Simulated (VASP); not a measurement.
# Al9H in VASP: notebook, part 2 of 2

VASP 6.6.1. The steps go on from the part before.

## Step 4: Single point, PBE

File INCAR:

```
PREC     = Accurate       # precision mode
ENCUT    = 520            # plane-wave cutoff, eV
EDIFF    = 1E-6           # SCF threshold, eV
ISMEAR   = 0              # smearing method
SIGMA    = 0.1            # smearing width, eV
LREAL    = False          # projectors in reciprocal space
LASPH    = True           # aspherical terms in the spheres
NELM     = 80             # most SCF steps
ALGO     = Normal         # electronic algorithm
ISIF     = 2              # what is computed and relaxed
LWAVE    = False          # write WAVECAR
LCHARG   = False          # write CHGCAR
LDIPOL   = True         
IDIPOL   = 3            
DIPOL    = 0.5 0.5 0.321
GGA      = PE             # functional
NBANDS   = 25             # bands
```

File KPOINTS:

```
regular mesh
0
Gamma
  9 3 1
```

File POSCAR:

```
Al9H
1.0
    2.8543223330      0.0000000000      0.0000000000
   -1.4271611665      9.7033329366      0.0000000000
    0.0000000000      0.0000000000     21.7902708969
Al H
9 1
Direct
    0.5324485604      0.0648971207      0.1835681630
    0.6709687938      0.3419375876      0.2292758741
    0.2986728405      0.5973456810      0.2384174163
    0.9263768872      0.8527537744      0.2475589585
    0.0639738222      0.1277383808      0.2937147080
    0.1995905480      0.4042696935      0.3452583266
    0.8288544886      0.6597110299      0.3524478004
    0.4526361687      0.9111292155      0.3607640453
    0.5925232094      0.1814597089      0.4034034702
    0.5925232094      0.1814597089      0.5534704435
```

Potentials or basis: VASP PAW PBE potentials, release 64 (Al, H).

On the command line:

```console
$ cat potpaw_PBE.64/Al/POTCAR potpaw_PBE.64/H/POTCAR > POTCAR
$ mpirun -np 1 vasp_std > vasp.out
```

OUTCAR:

```text
PREC = Accurate
   ENCUT = 520
   EDIFF = 1E-6
   ISMEAR = 0
   LREAL = False
   LASPH = True
   NELM = 80
   ISIF = 2
   GGA = PE

 ion  position               nearest neighbor table
   1  0.532  0.065  0.184-   5 2.86   5 2.86   2 2.87   4 2.87   4 2.87
   2  0.671  0.342  0.229-   1 2.87   3 2.87   3 2.87   5 2.89   5 2.89   6 2.96   6 2.97
   3  0.299  0.597  0.238-   4 2.87   4 2.87   2 2.87   2 2.87   7 2.93   7 2.93   6 2.99
   4  0.926  0.853  0.248-   5 2.85   3 2.87   3 2.87   1 2.87   1 2.87   8 2.90   8 2.91   7 2.96

   5  0.064  0.128  0.294-   9 2.83   9 2.83   4 2.85   1 2.86   1 2.86   2 2.89   2 2.89   6 2.91
                             8 2.93   8 2.93
   6  0.200  0.404  0.345-   7 2.86   7 2.87   9 2.88   9 2.89   5 2.91   2 2.96   2 2.97   3 2.99

   7  0.829  0.660  0.352-   8 2.83   8 2.83   6 2.86   6 2.87   3 2.93   3 2.93   4 2.96
   8  0.453  0.911  0.361-   9 2.78   7 2.83   7 2.83   4 2.90   4 2.91   5 2.93   5 2.93
   9  0.593  0.181  0.403-   8 2.78   5 2.83   5 2.83   6 2.88   6 2.89
  10  0.593  0.181  0.553-

  LATTYP: Found a base centered orthorhombic cell.
 ALAT       =     2.8543223330
 B/A-ratio  =     6.7990449603
 C/A-ratio  =     7.6341311018

  Lattice vectors:

 A1 = (   1.4271611665,  -9.7033329366,   0.0000000000)
 A2 = (   1.4271611665,   9.7033329366,   0.0000000000)
 A3 = (   0.0000000000,   0.0000000000,  21.7902708969)

Analysis of symmetry for initial positions (statically):
=====================================================================
 Subroutine PRICEL returns:
 Original cell was already a primitive cell.

 Routine SETGRP: Setting up the symmetry group for a
 base centered orthorhombic supercell.

 Subroutine GETGRP returns: Found  1 space group operations
 (whereof  1 operations were pure point group operations)
 out of a pool of  8 trial point group operations.

The static configuration has the point symmetry C_1 .

Analysis of symmetry for dynamics (positions and initial velocities):
[... 171 lines left out ...]
  energy-cutoff  :      520.00
  volume of cell :      603.51
 maximum number of plane-waves:     16329
 NGX is ok and might be reduce to    24
   NGX = 11   NGY = 37   NGZ = 81

 dipolmoment           0.000000      0.000000     -0.104045 electrons x Angstroem

 number of electron      28.0000000 magnetization

 dipolmoment           0.000000      0.000000      0.271617 electrons x Angstroem

 Free energy of the ion-electron system (eV)
  ---------------------------------------------------
  ext. energy  EPLUGINS =         0.00000000
  ---------------------------------------------------
  free energy    TOTEN  =       -31.51565342 eV

  energy without entropy =      -31.48887399  energy(sigma->0) =      -31.50226370

 E-fermi :  -1.7296     XC(G=0):  -3.6692

 val. band max:       -1.7751296590   @ k =   0.2222   0.0000   0.0000
 cond. band min:      -1.7260526115   @ k =   0.4444   0.0000   0.0000
 fundamental gap:      0.0490770474
 Fermi energy:        -1.7295954555

 k-point     1 :       0.0000    0.0000    0.0000
  band No.  band energies     occupation
      1     -11.7356      2.00000
      2     -10.1961      2.00000
      3     -10.0809      2.00000
      4      -9.4308      2.00000
      5      -7.6065      2.00000
      6      -7.5721      2.00000
[... 381 lines left out ...]
     24       2.7112      0.00000
     25       2.7757      0.00000

------------------------ aborting loop because EDIFF is reached ----------------------------------------

 vacuum level on the upper side and lower side of the slab       (xc-potential included)         0.825        -0.892

  FORCE on cell =-STRESS in cart. coord.  units (eV):
  Direction    XX          YY          ZZ          XY          YZ          ZX
  --------------------------------------------------------------------------------------
  -------------------------------------------------------------------------------------
  Total       -7.8058516     -6.1960456     -0.8182706      1.2065432     -0.3467422     -0.0070602
  in kB      -20.7226024    -16.4489663     -2.1723057      3.2030732     -0.9205146     -0.0187430
  external PRESSURE =     -13.1146248 kB  Pullay stress =       0.0000000 kB

 VOLUME and BASIS-vectors are now :
 -----------------------------------------------------------------------------
  energy-cutoff  :      520.00
  volume of cell :      603.51
      direct lattice vectors                 reciprocal lattice vectors
     2.854322333  0.000000000  0.000000000     0.350345856  0.051528686  0.000000000
    -1.427161166  9.703332937  0.000000000     0.000000000  0.103057373  0.000000000
     0.000000000  0.000000000 21.790270897     0.000000000  0.000000000  0.045892041

 POSITION                                       TOTAL-FORCE (eV/Angst)
 -----------------------------------------------------------------------------------
      1.42716      0.62972      4.00000         0.004786      0.153505     -0.048064
      1.42716      3.31793      4.99598         0.001198      0.040074      0.004448
     -0.00000      5.79624      5.19518        -0.011648      0.009533     -0.037538
      1.42716      8.27455      5.39438        -0.000099     -0.150756     -0.199520
      0.00030      1.23949      6.40012         0.000369      0.009661     -0.022860
     -0.00726      3.92276      7.52327         0.009476      0.040619      0.080459
      1.42430      6.40140      7.67993         0.006737     -0.121221      0.041004
     -0.00836      8.84099      7.86115        -0.000199      0.006484      0.120189
      1.43228      1.76076      8.79027        -0.010126      0.009075      0.562468
      1.43228      1.76076     12.06027        -0.000494      0.003025     -0.500586
 -----------------------------------------------------------------------------------
    total drift:                               -0.000002      0.000028     -0.000001

  FREE ENERGIE OF THE ION-ELECTRON SYSTEM (eV)
  ---------------------------------------------------
  free  energy   TOTEN  =       -31.5156534153 eV

  energy  without entropy=      -31.4888739914  energy(sigma->0) =      -31.50226370

 vacuum level on the upper side and lower side of the slab         4.314         2.542
```

OSZICAR:

```text
N       E                     dE             d eps       ncg     rms          rms(c)
DAV:   1     0.923067877741E+02    0.92307E+02   -0.79428E+03   700   0.756E+02
DAV:   2    -0.266546935309E+02   -0.11896E+03   -0.11303E+03  1017   0.129E+02
DAV:   3    -0.324514249504E+02   -0.57967E+01   -0.56617E+01   865   0.288E+01
DAV:   4    -0.327051041795E+02   -0.25368E+00   -0.25340E+00  1168   0.732E+00
[... 16 lines left out ...]
DAV:  21    -0.315156344578E+02   -0.23167E-04   -0.24374E-06   639   0.499E-03    0.114E-03
DAV:  22    -0.315156484877E+02   -0.14030E-04   -0.17096E-06   613   0.356E-03    0.159E-03
DAV:  23    -0.315156514574E+02   -0.29697E-05   -0.29837E-07   573   0.203E-03    0.805E-04
DAV:  24    -0.315156529917E+02   -0.15343E-05   -0.19162E-07   545   0.150E-03    0.299E-04
DAV:  25    -0.315156534153E+02   -0.42360E-06   -0.56586E-08   482   0.106E-03
   1 F= -.31515653E+02 E0= -.31502264E+02  d E =-.267794E-01
```

It took 5.3 min on 1 thread of Intel Xeon 6975P-C (Granite Rapids), shared host; peak memory 0.73 GiB.

Results:

- Free energy: -31.5157 eV
- Largest force: 0.563 eV/Å
- Band gap on the k mesh: zero (bands 14 and 15 overlap by 0.96 eV)

Forces in eV/Å, atoms in the order of the input:
```
Al   0.005  0.154 -0.048
Al   0.001  0.040  0.004
Al  -0.012  0.010 -0.038
Al   0.000 -0.151 -0.200
Al   0.000  0.010 -0.023
Al   0.009  0.041  0.080
Al   0.007 -0.121  0.041
Al   0.000  0.006  0.120
Al  -0.010  0.009  0.562
H    0.000  0.003 -0.501
```

## Step 5: The runs side by side

| cell | gap on the mesh (eV) | largest force (eV/Å) |
| --- | --- | --- |
| as given, atomic positions A | none | 13.09 |
| as given, atomic positions B | none | 2.12 |
| as given, atomic positions C | none | 0.56 |

Alike in all rows: task single point; level PBE; potentials or basis VASP PAW PBE potentials, release 64 (Al, H); no spin polarisation; k mesh 9 × 3 × 1; cutoff (eV) 520; smearing gaussian 0.1 eV.

Total energies depend on the potentials used, so only differences within one code and one set of settings carry meaning.

The gap in the log of VASP goes by the Fermi energy; the results here count the filled bands.